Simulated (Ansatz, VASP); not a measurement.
**Al: VASP beside Ansatz**

```
CELL_PARAMETERS angstrom
2.87562 0.00000 0.00000
-1.43781 2.49036 0.00000
0.00000 0.00000 8.85488
ATOMIC_POSITIONS crystal
Al 0.00000 0.00000 0.00000
Al 0.33333 0.66667 0.25000
Al 0.00000 0.00000 0.50000
Al 0.66667 0.33333 0.75000
```

Alike in both runs: task single point; functional PBE; dispersion D3(BJ); k mesh 18 × 18 × 6; occupations gaussian, width 0.15 eV; no spin polarisation.

|  | VASP | Ansatz |
| --- | --- | --- |
| version | VASP 6.6.1 | Ansatz 0.2.0 |
| potentials or method | VASP PAW PBE potentials, release 64 (Al), cutoff 520 eV | scalar-relativistic, plane waves, PAW |
| valence electrons in the cell | 12 | 12 |

```tsv
	VASP	Ansatz	Ansatz less VASP
gap on the k mesh at the Fermi level (eV)	none	none	-
pressure (GPa)	0.4	0.4	+0.03
traceless stress, the component that is largest in VASP (GPa)	3.28	3.28	0.000
```

A gap of «none» marks a metal or a gap that the smearing closes.
